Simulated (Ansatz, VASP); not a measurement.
# One calculation of WSe2, two programs

File INCAR:

```
PREC     = Accurate       # precision mode
ENCUT    = 520            # plane-wave cutoff, eV
EDIFF    = 1E-6           # SCF threshold, eV
ISMEAR   = -1             # smearing method
SIGMA    = 0.02           # smearing width, eV
LREAL    = False          # projectors in reciprocal space
LASPH    = True           # aspherical terms in the spheres
NELM     = 60             # most SCF steps
ALGO     = Normal         # electronic algorithm
ISIF     = 2              # what is computed and relaxed
LWAVE    = False          # write WAVECAR
LCHARG   = False          # write CHGCAR
GGA      = PE             # functional
NBANDS   = 20             # bands
```

KPOINTS

```
Automatic mesh
0
Gamma
  12 12 4
```

Contents of POSCAR:

```
WSe2
1.0
    3.2039016103      0.0000000000      0.0000000000
   -1.6019508051      2.7746601857      0.0000000000
    0.0000000000      0.0000000000      7.1842669523
W Se
1 2
Direct
    0.0000000000      0.0000000000      0.0000000000
    0.3333333333      0.6666666667      0.2366526854
    0.3333333333      0.6666666667      0.7633473146
```

Input for Ansatz:

```yaml
crystal:
  lattice:
    - [3.2039016103, 0.0, 0.0]
    - [-1.6019508051, 2.7746601857, 0.0]
    - [0.0, 0.0, 7.1842669523]
  atoms:
    - { symbol: W, position: [0.0, 0.0, 0.0] }
    - { symbol: Se, position: [0.3333333333, 0.6666666667, 0.2366526854] }
    - { symbol: Se, position: [0.3333333333, 0.6666666667, 0.7633473146] }
kpoints:
  mp_grid: { grid: [12, 12, 4] }
  band_path:
    path:
      - [0.0, 0.0, 0.0]
      - [0.5, 0.0, 0.0]
      - [0.3333333333, 0.3333333333, 0.0]
      - [0.0, 0.0, 0.5]
      - [0.5, 0.0, 0.5]
      - [0.3333333333, 0.3333333333, 0.5]
      - [0.177083, 0.177083, 0.0]
    npoints: 1
hamiltonian:
  xc: pbe
scf:
  occupations: { method: fermi_dirac, width: 0.02 }
  n_extra_bands: 4
output:
  forces: true
  stress: true
  eigenvalues: true
  write_density: true
  write_potential: true
  elf: true
  volumetric_format: npy
```

Change from the starting cell: biaxial_xy strain -2.8%.

Alike in both runs: task single point; functional PBE; k mesh 12 × 12 × 4; occupations fermi-dirac, width 0.02 eV; no spin polarisation.

|  | VASP | Ansatz |
| --- | --- | --- |
| version | VASP 6.6.1 | Ansatz 0.2.0 |
| potentials or method | VASP PAW PBE potentials, release 64 (W_sv, Se) | plane waves, PAW |
| plane-wave cutoff (eV) | 520 | 420 |
| valence electrons in the cell | 26 | 46 |

```csv
,VASP,Ansatz,Ansatz less VASP
gap on the k mesh at the Fermi level (eV),1.21,1.21,-0.001
pressure (GPa),8.3,7.9,-0.34
"traceless stress, the component that is largest in VASP (GPa)",-3.03,-3.12,-0.089
rms of the force components (eV/Å),0.176,0.151,-0.0251
```

Atom by atom the forces differ by 0.025 eV/Å (rms over components). VASP's potentials hold 26 valence electrons a cell and Ansatz's 46, so a difference there can come from the potentials and not from the codes.

Spin-orbit coupling is off throughout.
